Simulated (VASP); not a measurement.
# Cu (P6_3/mmc) in VASP: a series of runs

Runs on Cu. Level: PBE. Tasks: single point, relaxation of cell and atoms.

Everything below comes from runs of VASP 6.6.1. Logs are shortened: lines on timing, memory, paths and dates and some standing lists are left out, and cuts for length are marked.

## (1) The cell of the first run

The structure is hexagonal, space group P6_3/mmc (No. 194). The conventional cell has a = 2.568 Å, b = 2.568 Å, c = 4.195 Å, α = 90.00°, β = 90.00°, γ = 120.00°. Within 3.4 Å of Cu (site symmetry -6m2) lie 12 Cu at 2.57 Å.

## (2) Single point, PBE

INCAR

```
SYSTEM = Cu
PREC = Accurate
ENCUT = 520
EDIFF = 1E-6
ISMEAR = -1
SIGMA = 0.05
LREAL = .FALSE.
LASPH = .TRUE.
NELM = 60
ALGO = Normal
ISIF = 2
LWAVE = .FALSE.
LCHARG = .FALSE.
GGA = PE
NBANDS = 18
```

KPOINTS

```
Automatic mesh
0
G
  18 18 10
  0 0 0
```

POSCAR

```
Cu
1.0
    2.5678168448      0.0000000000      0.0000000000
   -1.2839084224      2.2237946199      0.0000000000
    0.0000000000      0.0000000000      4.1954803596
Cu
2
Direct
    0.3333333333      0.6666666667      0.2500000000
    0.6666666667      0.3333333333      0.7500000000
```

Potentials or basis: VASP PAW PBE potentials, release 64 (Cu).

Command:

```console
> cat potpaw_PBE.64/Cu/POTCAR > POTCAR
> mpirun -np 1 vasp_std > vasp.out
```

OUTCAR:

```text
SYSTEM = Cu
   PREC = Accurate
   ENCUT = 520
   EDIFF = 1E-6
   ISMEAR = -1
   LREAL = .FALSE.
   LASPH = .TRUE.
   NELM = 60
   ISIF = 2
   GGA = PE

 ion  position               nearest neighbor table
   1  0.333  0.667  0.250-   2 2.57   2 2.57   2 2.57   2 2.57   2 2.57   2 2.57
   2  0.667  0.333  0.750-   1 2.57   1 2.57   1 2.57   1 2.57   1 2.57   1 2.57

  LATTYP: Found a hexagonal cell.
 ALAT       =     2.5678168448
 C/A-ratio  =     1.6338705652

  Lattice vectors:

 A1 = (   2.5678168448,   0.0000000000,   0.0000000000)
 A2 = (  -1.2839084224,   2.2237946199,   0.0000000000)
 A3 = (   0.0000000000,   0.0000000000,   4.1954803596)

Analysis of symmetry for initial positions (statically):
=====================================================================
 Subroutine PRICEL returns:
 Original cell was already a primitive cell.

 Routine SETGRP: Setting up the symmetry group for a
 hexagonal supercell.

 Subroutine GETGRP returns: Found 24 space group operations
 (whereof 12 operations were pure point group operations)
 out of a pool of 24 trial point group operations.

The static configuration has the point symmetry D_3d.
 The point group associated with its full space group is D_6h.

Analysis of symmetry for dynamics (positions and initial velocities):
=====================================================================
 Subroutine PRICEL returns:
 Original cell was already a primitive cell.

 Routine SETGRP: Setting up the symmetry group for a
 hexagonal supercell.

 Subroutine GETGRP returns: Found 24 space group operations
 (whereof 12 operations were pure point group operations)
 out of a pool of 24 trial point group operations.

The dynamic configuration has the point symmetry D_3d.
 The point group associated with its full space group is D_6h.

 Subroutine INISYM returns: Found 24 space group operations
 (whereof 12 operations are pure point group operations),
 and found     1 'primitive' translations

----------------------------------------------------------------------------------------

                                     Primitive cell

  volume of cell :      23.9574

  direct lattice vectors                    reciprocal lattice vectors
     2.567816845  0.000000000  0.000000000     0.389435875  0.224840907  0.000000000
    -1.283908422  2.223794620  0.000000000     0.000000000  0.449681815  0.000000000
     0.000000000  0.000000000  4.195480360     0.000000000  0.000000000  0.238351730

  length of vectors
     2.567816845  2.567816845  4.195480360     0.449681815  0.449681815  0.238351730

  position of ions in fractional coordinates (direct lattice)
     0.333333333  0.666666667  0.250000000
     0.666666667  0.333333333  0.750000000

  ion indices of the primitive-cell ions
   primitive index   ion index
                 1           1
                 2           2

----------------------------------------------------------------------------------------

 KPOINTS: Automatic mesh

Automatic generation of k-mesh.
 Grid dimensions read from file:
 generate k-points for:   18   18   10

 Generating k-lattice:

  Cartesian coordinates                     Fractional coordinates (reciprocal lattice)
     0.021635326  0.012491162  0.000000000     0.055555556  0.000000000  0.000000000
     0.000000000  0.024982323  0.000000000     0.000000000  0.055555556  0.000000000
     0.000000000  0.000000000  0.023835173     0.000000000  0.000000000  0.100000000

  Length of vectors
     0.024982323  0.024982323  0.023835173

  Shift w.r.t. Gamma in fractional coordinates (k-lattice)
     0.000000000  0.000000000  0.000000000

 Subroutine IBZKPT returns following result:
 ===========================================

 Found    222 irreducible k-points:

 Following reciprocal coordinates:
            Coordinates               Weight
  0.000000  0.000000  0.000000      1.000000
  0.055556 -0.000000  0.000000      6.000000
  0.111111 -0.000000  0.000000      6.000000
  0.166667  0.000000  0.000000      6.000000
  0.222222  0.000000  0.000000      6.000000
  0.277778 -0.000000  0.000000      6.000000
[... 16 lines left out ...]
  0.333333  0.111111  0.000000     12.000000
  0.388889  0.111111  0.000000     12.000000
 [... further k-points ...]
   k-points           NKPTS =    222   k-points in BZ     NKDIM =    222   number of bands    NBANDS=     18
   number of dos      NEDOS =    301   number of ions     NIONS =      2
   total plane-waves  NPLWV =  12800
   dimension x,y,z NGX =    20 NGY =   20 NGZ =   32
   dimension x,y,z NGXF=    40 NGYF=   40 NGZF=   64
   ions per type =               2
   NGX,Y,Z   is equivalent  to a cutoff of  12.95, 12.95, 12.68 a.u.
   NGXF,Y,Z  is equivalent  to a cutoff of  25.90, 25.90, 25.36 a.u.
 SYSTEM =  Cu
   PREC   = accura    normal or accurate (medium, high low for compatibility)
   ISTART =      0    job   : 0-new  1-cont  2-samecut
   ICHARG =      2    charge: 1-file 2-atom 10-const
   ISPIN  =      1    spin polarized calculation?
   LNONCOLLINEAR =      F non collinear calculations
   LSORBIT =      F    spin-orbit coupling
   LASPH  =      T    aspherical Exc in radial PAW
   ENCUT  =  520.0 eV  38.22 Ry    6.18 a.u.   4.77  4.77  7.80*2*pi/ulx,y,z
   NELM   =     60;   NELMIN=  2; NELMDL= -5     # of ELM steps
   EDIFF  = 0.1E-05   stopping-criterion for ELM
   LREAL  =      F    real-space projection
   EDIFFG = 0.1E-04   stopping-criterion for IOM
   NSW    =      0    number of steps for IOM
   IBRION =     -1    ionic relax: 0-MD 1-quasi-New 2-CG
   NFREE  =      0    steps in history (QN), initial steepest desc. (CG)
   ISIF   =      2    stress and relaxation
   ISYM   =      2    0-nonsym 1-usesym 2-fastsym
   POTIM  = 0.5000    time-step for ionic-motion
   TEBEG  =    0.0;   TEEND  =   0.0 temperature during run
   PSTRESS=    0.0 pullay stress
   NELECT =      22.0000    total number of electrons
   NUPDOWN=      -1.0000    fix difference up-down
   EMIN   =  10.00;   EMAX   =-10.00  energy-range for DOS
   EFERMI =   0.00;   METHOD = LEGACY
   ISMEAR =    -1;   SIGMA  =   0.05  broadening in eV -4-tet -1-fermi 0-gaus
   EFERMI_NEDOS =   21; number of points for ismear=-14 and -15
   IALGO  =     38    algorithm
   IMIX   =      4    mixing-type and parameters
     AMIX     =   0.40;   BMIX     =  1.00
     AMIX_MAG =   1.60;   BMIX_MAG =  1.00
  volume/ion in A,a.u.               =      11.98        80.84
  Fermi-wavevector in a.u.,A,eV,Ry     =   1.591240  3.007007 34.450544  2.532044
  Thomas-Fermi vector in A             =   2.689811
   LORBIT       =      0    0 simple, 1 ext, 2 COOP (PROOUT), +10 PAW based schemes
   GGA     = PE    functional components
   LHFCALC =     F    Hartree Fock is set to
   AEXX    =    0.0000 exact exchange contribution
   IVDW    =     0    specifies the selected vdW correction
   LEPSILON=     F    determine dielectric tensor
   LRPA    =     F    only Hartree local field effects (RPA)
 non-spin polarized calculation
  energy-cutoff  :      520.00
  volume of cell :       23.96
 maximum number of plane-waves:       668
 NGX is ok and might be reduce to    20
   NGX =  9   NGY =  9   NGZ = 15

 number of electron      22.0000008 magnetization

 Free energy of the ion-electron system (eV)
  ---------------------------------------------------
  ext. energy  EPLUGINS =         0.00000000
  ---------------------------------------------------
  free energy    TOTEN  =        -7.43882939 eV

  energy without entropy =       -7.43146068  energy(sigma->0) =       -7.43514504

 E-fermi :   7.3620     XC(G=0): -12.6432

 val. band max:        7.3379215006   @ k =   0.2222   0.2222   0.5000
 cond. band min:       7.3803381261   @ k =   0.3333   0.1667   0.3000
 fundamental gap:      0.0424166255
 Fermi energy:         7.3620409484

 k-point     1 :       0.0000    0.0000    0.0000
  band No.  band energies     occupation
      1      -1.8327      2.00000
      2       2.4118      2.00000
      3       4.4232      2.00000
      4       4.4871      2.00000
      5       4.4871      2.00000
      6       4.6890      2.00000
[... 10 lines left out ...]
     17      30.6314      0.00000
     18      30.6316      0.00000

 k-point     2 :       0.0556   -0.0000    0.0000
  band No.  band energies     occupation
      1      -1.7336      2.00000
      2       2.4693      2.00000
      3       4.3610      2.00000
      4       4.5226      2.00000
      5       4.5404      2.00000
      6       4.6710      2.00000
[... 10 lines left out ...]
     17      31.3913      0.00000
     18      31.4922      0.00000

 k-point     3 :       0.1111   -0.0000    0.0000
  band No.  band energies     occupation
      1      -1.4392      2.00000
      2       2.6310      2.00000
      3       4.2541      2.00000
      4       4.5886      2.00000
      5       4.6264      2.00000
      6       4.6623      2.00000
[... 10 lines left out ...]
     17      31.2358      0.00000
     18      32.0129      0.00000

 k-point     4 :       0.1667    0.0000    0.0000
  band No.  band energies     occupation
      1      -0.9587      2.00000
      2       2.8598      2.00000
      3       4.1319      2.00000
      4       4.3061      2.00000
      5       4.5245      2.00000
      6       4.7816      2.00000
[... 375 lines left out ...]
      4       3.8870      2.00000
      5       4.4019      2.00000
      6       4.5441      2.00000
[... 10 lines left out ...]
     17      23.0912      0.00000
     18      26.7706      0.00000

 k-point    23 :       0.3333    0.1111    0.0000
  band No.  band energies     occupation
      1       2.2460      2.00000
      2       3.1866      2.00000
      3       3.3027      2.00000
      4       3.9910      2.00000
      5       4.3660      2.00000
      6       4.5934      2.00000
[... 10 lines left out ...]
     17      21.0646      0.00000
     18      26.3199      0.00000

 k-point    24 :       0.3889    0.1111    0.0000
  band No.  band energies     occupation
      1       2.6874      2.00000
      2       3.1002      2.00000
      3       3.2257      2.00000
      4       4.1470      2.00000
      5       4.3581      2.00000
      6       4.5150      2.00000
[... 10 lines left out ...]
     17      19.3880      0.00000
     18      26.0471      0.00000

 [... further k-points ...]

------------------------ aborting loop because EDIFF is reached ----------------------------------------

  FORCE on cell =-STRESS in cart. coord.  units (eV):
  Direction    XX          YY          ZZ          XY          YZ          ZX
  --------------------------------------------------------------------------------------
  -------------------------------------------------------------------------------------
  Total        0.1106398      0.1106398      0.1044914      0.0000000      0.0000000      0.0000000
  in kB        7.3991434      7.3991434      6.9879623      0.0000000      0.0000000      0.0000000
  external PRESSURE =       7.2620830 kB  Pullay stress =       0.0000000 kB

 VOLUME and BASIS-vectors are now :
 -----------------------------------------------------------------------------
  energy-cutoff  :      520.00
  volume of cell :       23.96
      direct lattice vectors                 reciprocal lattice vectors
     2.567816845  0.000000000  0.000000000     0.389435875  0.224840907  0.000000000
    -1.283908422  2.223794620  0.000000000     0.000000000  0.449681815  0.000000000
     0.000000000  0.000000000  4.195480360     0.000000000  0.000000000  0.238351730

 POSITION                                       TOTAL-FORCE (eV/Angst)
 -----------------------------------------------------------------------------------
     -0.00000      1.48253      1.04887         0.000000     -0.000000      0.000000
      1.28391      0.74126      3.14661        -0.000000      0.000000      0.000000
 -----------------------------------------------------------------------------------
    total drift:                                0.000000     -0.000000      0.000000

  FREE ENERGIE OF THE ION-ELECTRON SYSTEM (eV)
  ---------------------------------------------------
  free  energy   TOTEN  =        -7.4388293919 eV

  energy  without entropy=       -7.4314606837  energy(sigma->0) =       -7.43514504
```

Run time: 39 s. Hardware: 1 thread of Intel Xeon Platinum 8375C at 2.90GHz (Ice Lake), shared host; peak memory 0.19 GiB.

What came out:

- Free energy: -7.4388 eV
- Pressure: 0.7 GPa
- Band gap on the k mesh: zero (band 11 reaches 11.43 eV, above the bottom of band 12 at 5.48 eV)

Levels at points of the mesh, in eV from the Fermi level:
```
           k point  band 9  band 10  band 11  band 12  band 13  band 14
(0.00, 0.00, 0.00)   -2.40    -1.67    -1.67    -0.92     3.73    21.29
(0.50, 0.00, 0.00)   -1.53    -1.48     0.05     1.58     7.74     8.08
(0.00, 0.00, 0.50)   -1.89    -1.89    -1.89    -1.89    12.37    12.37
(0.50, 0.00, 0.50)   -1.52    -1.52     0.56     0.56     4.81     4.81
```

[end of part 1 of 2]
